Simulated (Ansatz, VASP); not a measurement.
One calculation of GaN, two programs

```
Ga N
1.0
     0.00000    2.09165    2.09165
     2.09165    0.00000    2.09165
     2.09165    2.09165    0.00000
Ga N
1 1
Direct
  0.00000 0.00000 0.00000
  0.50000 0.50000 0.50000
```

Alike in both runs: task single point; functional LDA; k mesh 11 × 11 × 11; occupations fermi-dirac, width 0.05 eV; no spin polarisation.

```csv
,VASP,Ansatz
version,VASP 6.6.1,Ansatz 0.2.0
potentials or method,"VASP PAW LDA potentials, release 64 (Ga_d, N_h)",Ansatz PAW
plane-wave cutoff (eV),910,420
valence electrons in the cell,18,18
```

```tsv
	VASP	Ansatz	Ansatz less VASP
gap on the k mesh at the Fermi level (eV)	0.75	0.73	-0.020
least direct gap on the mesh (eV)	3.23	3.20	-0.031
```

LDA's correlation is that of Perdew and Zunger in VASP and of Perdew and Wang (1992) in Ansatz.

Noted on VASP's run: the cutoff is short for stress, so the pressure is rough. Noted on Ansatz's run: odd divisions of the mesh miss points on the zone boundary, where band edges often lie, so the gap on the mesh can be too wide.
